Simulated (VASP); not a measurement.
# NaI (Fm-3m) in VASP: notebook

Runs on NaI. Level: PBEsol. Tasks: vibrations by perturbation theory.

Program: VASP 6.6.1. These are calculated values, not measurements. Logs are shortened: lines on timing, memory, paths and dates and some standing lists are left out, and cuts for length are marked.

## Step 1: The cell of the first run

The structure is cubic, space group Fm-3m (No. 225). The conventional cell has a = 6.358 Å, b = 6.358 Å, c = 6.358 Å, α = 90.00°, β = 90.00°, γ = 90.00°. Na (site symmetry m-3m) has 6 I at 3.18 Å within 4.2 Å. Within 4.2 Å of I (site symmetry m-3m) lie 6 Na at 3.18 Å.

## Step 2: Vibrations by perturbation theory, PBEsol (32.12 Å³/atom)

The input, INCAR:

```
SYSTEM = NaI
  PREC = Accurate
  ENCUT = 520
  EDIFF = 1E-8
  ISMEAR = 0
  SIGMA = 0.01
  LREAL = .FALSE.
  LASPH = .TRUE.
  NELM = 60
  ALGO = Normal
  ISIF = 2
  LWAVE = .FALSE.
  LCHARG = .TRUE.
  GGA = PS
  IBRION = 8
  NSW = 1
```

The input, KPOINTS:

```
regular mesh
0
G
  6 6 6
  0 0 0
```

The input, POSCAR:

```
NaI
1.0
    0.0000000000      3.1787714153      3.1787714153
    3.1787714153      0.0000000000      3.1787714153
    3.1787714153      3.1787714153      0.0000000000
Na I
1 1
Direct
    0.0000000000      0.0000000000      0.0000000000
    0.5000000000      0.5000000000      0.5000000000
```

Potentials or basis: VASP PAW PBE potentials, release 64 (Na_pv, I).

Launch:

```bash
> cat potpaw_PBE.64/Na_pv/POTCAR potpaw_PBE.64/I/POTCAR > POTCAR
> mpirun -np 1 vasp_std > vasp.out
```

OUTCAR:

```text
SYSTEM = NaI
   PREC = Accurate
   ENCUT = 520
   EDIFF = 1E-8
   ISMEAR = 0
   LREAL = .FALSE.
   LASPH = .TRUE.
   NELM = 60
   ISIF = 2
   GGA = PS
   IBRION = 8
   NSW = 1

 ion  position               nearest neighbor table
   1  0.000  0.000  0.000-   2 3.18   2 3.18   2 3.18   2 3.18   2 3.18   2 3.18
   2  0.500  0.500  0.500-   1 3.18   1 3.18   1 3.18   1 3.18   1 3.18   1 3.18

  LATTYP: Found a face centered cubic cell.
 ALAT       =     6.3575428306

  Lattice vectors:

 A1 = (   0.0000000000,   3.1787714153,   3.1787714153)
 A2 = (   3.1787714153,   0.0000000000,   3.1787714153)
 A3 = (   3.1787714153,   3.1787714153,   0.0000000000)

Analysis of symmetry for initial positions (statically):
=====================================================================
 Subroutine PRICEL returns:
 Original cell was already a primitive cell.

 Routine SETGRP: Setting up the symmetry group for a
 face centered cubic supercell.

 Subroutine GETGRP returns: Found 48 space group operations
 (whereof 48 operations were pure point group operations)
 out of a pool of 48 trial point group operations.

The static configuration has the point symmetry O_h .

Analysis of symmetry for dynamics (positions and initial velocities):
=====================================================================
 Subroutine PRICEL returns:
 Original cell was already a primitive cell.

 Routine SETGRP: Setting up the symmetry group for a
 face centered cubic supercell.

 Subroutine GETGRP returns: Found 48 space group operations
 (whereof 48 operations were pure point group operations)
 out of a pool of 48 trial point group operations.

The dynamic configuration has the point symmetry O_h .

 Subroutine INISYM returns: Found 48 space group operations
 (whereof 48 operations are pure point group operations),
 and found     1 'primitive' translations

----------------------------------------------------------------------------------------

[... 373 lines left out ...]
  external PRESSURE =       4.3013507 kB  Pullay stress =       0.0000000 kB

 VOLUME and BASIS-vectors are now :
 -----------------------------------------------------------------------------
  energy-cutoff  :      520.00
  volume of cell :       64.24
      direct lattice vectors                 reciprocal lattice vectors
     0.000000000  3.178771415  3.178771415    -0.157293474  0.157293474  0.157293474
     3.178771415  0.000000000  3.178771415     0.157293474 -0.157293474  0.157293474
     3.178771415  3.178771415  0.000000000     0.157293474  0.157293474 -0.157293474

 POSITION                                       TOTAL-FORCE (eV/Angst)
 -----------------------------------------------------------------------------------
      0.00000      0.00000      0.00000        -0.000000      0.000000     -0.000000
      3.17877      3.17877      3.17877         0.000000     -0.000000      0.000000
 -----------------------------------------------------------------------------------
    total drift:                                0.000000      0.000000      0.000000

  FREE ENERGIE OF THE ION-ELECTRON SYSTEM (eV)
  ---------------------------------------------------
  free  energy   TOTEN  =        -5.6676229832 eV

  energy  without entropy=       -5.6676229832  energy(sigma->0) =       -5.66762298

[... ionic steps 2 to 3 ...]

--------------------------------------- Ionic step        4  -------------------------------------------

------------------------ aborting loop because EDIFF is reached ----------------------------------------

[... ionic steps 5 to 6 ...]

--------------------------------------- Ionic step        7  -------------------------------------------

 Free energy of the ion-electron system (eV)
  ---------------------------------------------------
  ---------------------------------------------------
  free energy    TOTEN  =        -0.08339312 eV

  energy without entropy =       -0.08339312

------------------------ aborting loop because EDIFF is reached ----------------------------------------

 INTERNAL STRAIN TENSOR  FOR ION    2  DIRECTION 1   (eV/Angst):
 -----------------------------------------------------------------------------
    -0.00243  0.00000 -0.00000
     0.00000  0.00763  0.00000
     0.00000  0.00000  0.00763

 INTERNAL STRAIN TENSOR FOR ION    2 for displacements in x,y,z  (eV/Angst):
          X           Y           Z          XY          YZ          ZX
  --------------------------------------------------------------------------------
  x     0.00000     0.00000     0.00000     0.00000     0.00000     0.00000
  y     0.00000     0.00000     0.00000     0.00000     0.00000     0.00000
  z     0.00000     0.00000     0.00000     0.00000     0.00000     0.00000

 SECOND DERIVATIVES (NOT SYMMETRIZED)
 ------------------------------------
               1X          1Y          1Z          2X          2Y          2Z
  1X    -1.136486    0.000000    0.000000    1.136486    0.000000    0.000000
  1Y     0.000000   -1.136486    0.000000    0.000000    1.136486    0.000000
  1Z     0.000000    0.000000   -1.136486    0.000000    0.000000    1.136486
  2X     1.132499    0.000000    0.000000   -1.132499    0.000000    0.000000
  2Y     0.000000    1.132499    0.000000    0.000000   -1.132499    0.000000
  2Z     0.000000    0.000000    1.132499    0.000000    0.000000   -1.132499

 Eigenvectors and eigenvalues of the dynamical matrix
 ----------------------------------------------------

   1 f  =    3.776599 THz    23.729072 2PiTHz  125.973788 cm-1    15.618752 meV
             X         Y         Z           dx          dy          dz
      0.000000  0.000000  0.000000     0.000000    0.920370    0.000000
      3.178771  3.178771  3.178771     0.000000   -0.391049    0.000000
[... 21 lines left out ...]
   6 f/i=    0.002388 THz     0.015005 2PiTHz    0.079661 cm-1     0.009877 meV
             X         Y         Z           dx          dy          dz
      0.000000  0.000000  0.000000     0.000000    0.000000   -0.391049
      3.178771  3.178771  3.178771     0.000000    0.000000   -0.920370

--------------------------------------------------------------------------------------------------------

 ELASTIC MODULI CONTR FROM IONIC RELAXATION (kBar)
 Direction    XX          YY          ZZ          XY          YZ          ZX
 --------------------------------------------------------------------------------
 XX           0.0000      0.0000      0.0000      0.0000      0.0000      0.0000
 YY           0.0000      0.0000      0.0000      0.0000      0.0000      0.0000
 ZZ           0.0000      0.0000      0.0000      0.0000      0.0000      0.0000
 XY           0.0000      0.0000      0.0000      0.0000      0.0000      0.0000
 YZ           0.0000      0.0000      0.0000      0.0000      0.0000      0.0000
 ZX           0.0000      0.0000      0.0000      0.0000      0.0000      0.0000
 --------------------------------------------------------------------------------
```

stdout:

```text
POSCAR found type information on POSCAR NaI
 POSCAR found :  2 types and       2 ions
 scaLAPACK will be used
 -----------------------------------------------------------------------------
|                                                                             |
|                                                                             |
|     You enforced a specific xc type in the INCAR file but a different       |
|     I HOPE YOU KNOW WHAT YOU ARE DOING!                                     |
|                                                                             |
 -----------------------------------------------------------------------------

 LDA part: xc-table for (Slater+PW92), standard interpolation
 POSCAR, INCAR and KPOINTS ok, starting setup
 FFT: planning ... GRIDC
 FFT: planning ... GRID_SOFT
 FFT: planning ... GRID
 WAVECAR not read
 entering main loop
 Linear response reoptimize wavefunctions to high precision
 Linear response DOF=           2
 Linear response progress:
 first order change of Fermi-energy   0.12910E-02
 force on displaced ion       1 direction 1 :  -1.136   0.000   0.000
 Linear response progress:
 first order change of Fermi-energy  -0.13667E-02
 force on displaced ion       2 direction 1 :  -1.132   0.000   0.000
 Linear response finished
```

Run time: 2 min. Hardware: 1 thread of AMD EPYC 7R43 (Zen 3), shared host; peak memory 0.23 GiB.

What came out:

- Highest phonon frequency at Γ, LO-TO splitting left out: 126 cm⁻¹

Phonon frequencies in cm⁻¹ (negative: imaginary):
```
              q point        frequencies
(0.000, 0.000, 0.000)  0 0 0 126 126 126
```

Caveat: the PAW data sets were made with another functional, which shifts forces and pressure a little; spin-orbit coupling is left out, which moves the levels of the heavy elements.

## Step 3: Vibrations by perturbation theory, PBEsol

This run uses another cell than the first one, of 32.78 Å³/atom.

The input, INCAR:

```
SYSTEM = NaI
PREC     = Accurate       ! precision mode
ENCUT    = 520            ! plane-wave cutoff, eV
EDIFF    = 1E-8           ! SCF threshold, eV
ISMEAR   = 0              ! smearing method
SIGMA    = 0.01           ! smearing width, eV
LREAL    = .FALSE.        ! projectors in reciprocal space
LASPH    = .TRUE.         ! aspherical terms in the spheres
NELM     = 80             ! most SCF steps
ALGO     = Normal         ! electronic algorithm
ISIF     = 2              ! what is computed and relaxed
LWAVE    = .FALSE.        ! write WAVECAR
LCHARG   = .FALSE.        ! write CHGCAR
GGA      = PS             ! functional
IBRION   = 8              ! ionic algorithm
NSW      = 1              ! ionic steps
```

KPOINTS is that of step 2.

The input, POSCAR:

```
NaI
1.0
    0.0000000000      3.2002502521      3.2002502521
    3.2002502521      0.0000000000      3.2002502521
    3.2002502521      3.2002502521      0.0000000000
Na I
1 1
Direct
    0.0000000000      0.0000000000      0.0000000000
    0.5000000000      0.5000000000      0.5000000000
```

Potentials or basis: VASP PAW PBE potentials, release 64 (Na_pv, I).

Launch:

```bash
> cat potpaw_PBE.64/Na_pv/POTCAR potpaw_PBE.64/I/POTCAR > POTCAR
> mpirun -np 1 vasp_std > vasp.out
```

OUTCAR:

```text
SYSTEM = NaI
   PREC = Accurate
   ENCUT = 520
   EDIFF = 1E-8
   ISMEAR = 0
   LREAL = .FALSE.
   LASPH = .TRUE.
   NELM = 80
   ISIF = 2
   GGA = PS
   IBRION = 8
   NSW = 1

 ion  position               nearest neighbor table
   1  0.000  0.000  0.000-
   2  0.500  0.500  0.500-

  LATTYP: Found a face centered cubic cell.
 ALAT       =     6.4005005042

  Lattice vectors:

 A1 = (   0.0000000000,   3.2002502521,   3.2002502521)
 A2 = (   3.2002502521,   0.0000000000,   3.2002502521)
 A3 = (   3.2002502521,   3.2002502521,   0.0000000000)

Analysis of symmetry for initial positions (statically):
=====================================================================
 Subroutine PRICEL returns:
 Original cell was already a primitive cell.

 Routine SETGRP: Setting up the symmetry group for a
 face centered cubic supercell.

 Subroutine GETGRP returns: Found 48 space group operations
 (whereof 48 operations were pure point group operations)
 out of a pool of 48 trial point group operations.

The static configuration has the point symmetry O_h .

Analysis of symmetry for dynamics (positions and initial velocities):
=====================================================================
 Subroutine PRICEL returns:
 Original cell was already a primitive cell.

 Routine SETGRP: Setting up the symmetry group for a
 face centered cubic supercell.

 Subroutine GETGRP returns: Found 48 space group operations
[... 398 lines left out ...]
      3.20025      3.20025      3.20025        -0.000000      0.000000      0.000000
 -----------------------------------------------------------------------------------
    total drift:                                0.000000      0.000000      0.000000

  FREE ENERGIE OF THE ION-ELECTRON SYSTEM (eV)
  ---------------------------------------------------
  free  energy   TOTEN  =        -5.6696520635 eV

  energy  without entropy=       -5.6696520635  energy(sigma->0) =       -5.66965206

[... ionic steps 2 to 3 ...]

--------------------------------------- Ionic step        4  -------------------------------------------

------------------------ aborting loop because EDIFF is reached ----------------------------------------

[... ionic steps 5 to 6 ...]

--------------------------------------- Ionic step        7  -------------------------------------------

 Free energy of the ion-electron system (eV)
  ---------------------------------------------------
  ---------------------------------------------------
  free energy    TOTEN  =        -0.08360147 eV

  energy without entropy =       -0.08360147

------------------------ aborting loop because EDIFF is reached ----------------------------------------

 INTERNAL STRAIN TENSOR  FOR ION    2  DIRECTION 1   (eV/Angst):
 -----------------------------------------------------------------------------
    -0.00230 -0.00000 -0.00000
     0.00000  0.00748  0.00000
    -0.00000  0.00000  0.00748

 INTERNAL STRAIN TENSOR FOR ION    2 for displacements in x,y,z  (eV/Angst):
          X           Y           Z          XY          YZ          ZX
  --------------------------------------------------------------------------------
  x     0.00000     0.00000     0.00000     0.00000     0.00000     0.00000
  y     0.00000     0.00000     0.00000     0.00000     0.00000     0.00000
  z     0.00000     0.00000     0.00000     0.00000     0.00000     0.00000

 SECOND DERIVATIVES (NOT SYMMETRIZED)
 ------------------------------------
               1X          1Y          1Z          2X          2Y          2Z
  1X    -1.015710    0.000000    0.000000    1.015710    0.000000    0.000000
  1Y     0.000000   -1.015710    0.000000    0.000000    1.015710    0.000000
  1Z     0.000000    0.000000   -1.015710    0.000000    0.000000    1.015710
  2X     1.018659    0.000000    0.000000   -1.018659    0.000000    0.000000
  2Y     0.000000    1.018659    0.000000    0.000000   -1.018659    0.000000
  2Z     0.000000    0.000000    1.018659    0.000000    0.000000   -1.018659

 Eigenvectors and eigenvalues of the dynamical matrix
 ----------------------------------------------------

   1 f  =    3.572048 THz    22.443840 2PiTHz  119.150698 cm-1    14.772797 meV
             X         Y         Z           dx          dy          dz
      0.000000  0.000000  0.000000     0.000000    0.000000    0.919917
      3.200250  3.200250  3.200250     0.000000    0.000000   -0.392112
[... 21 lines left out ...]
   6 f/i=    0.001868 THz     0.011736 2PiTHz    0.062305 cm-1     0.007725 meV
             X         Y         Z           dx          dy          dz
      0.000000  0.000000  0.000000     0.000000    0.120689   -0.373077
      3.200250  3.200250  3.200250     0.000000    0.283142   -0.875259

--------------------------------------------------------------------------------------------------------

 ELASTIC MODULI CONTR FROM IONIC RELAXATION (kBar)
 Direction    XX          YY          ZZ          XY          YZ          ZX
 --------------------------------------------------------------------------------
 XX           0.0000      0.0000      0.0000      0.0000      0.0000      0.0000
 YY           0.0000      0.0000      0.0000      0.0000      0.0000      0.0000
 ZZ           0.0000      0.0000      0.0000      0.0000      0.0000      0.0000
 XY           0.0000      0.0000      0.0000      0.0000      0.0000      0.0000
 YZ           0.0000      0.0000      0.0000      0.0000      0.0000      0.0000
 ZX           0.0000      0.0000      0.0000      0.0000      0.0000      0.0000
 --------------------------------------------------------------------------------
```

OSZICAR:

```text
N       E                     dE             d eps       ncg     rms          rms(c)
DAV:   1     0.801343331399E+02    0.80134E+02   -0.68960E+03   352   0.116E+03
DAV:   2     0.750833859391E+00   -0.79383E+02   -0.74126E+02   388   0.237E+02
DAV:   3    -0.555740652615E+01   -0.63082E+01   -0.62788E+01   424   0.689E+01
DAV:   4    -0.573065188680E+01   -0.17325E+00   -0.17316E+00   441   0.124E+01
[... 41 lines left out ...]
RMM:   9    -0.836013233881E-01    0.90400E-06    0.12652E-07  1274   0.163E-04    0.404E-05
RMM:  10    -0.836014673921E-01   -0.14400E-06   -0.65644E-08  1394   0.718E-05    0.117E-05
RMM:  11    -0.836015044016E-01   -0.37010E-07   -0.38048E-08  1298   0.263E-05    0.529E-06
RMM:  12    -0.836014750087E-01    0.29393E-07    0.32085E-08  1166   0.851E-06    0.763E-07
RMM:  13    -0.836014703135E-01    0.46951E-08   -0.69605E-09   793   0.294E-06    0.282E-07
 Linear response finished
```

Wall time 2.2 min (1 thread of AMD EPYC 7R43 (Zen 3), shared host); peak memory 0.23 GiB.

Results:

- Highest phonon frequency at Γ, LO-TO splitting left out: 119 cm⁻¹

Phonon frequencies in cm⁻¹ (negative: imaginary):
```tsv
q point	frequencies
(0.000, 0.000, 0.000)	0 0 0 119 119 119
```

Caveat: the PAW data sets were made with another functional, which shifts forces and pressure a little; spin-orbit coupling is left out, which moves the levels of the heavy elements.

[end of part 1 of 2]
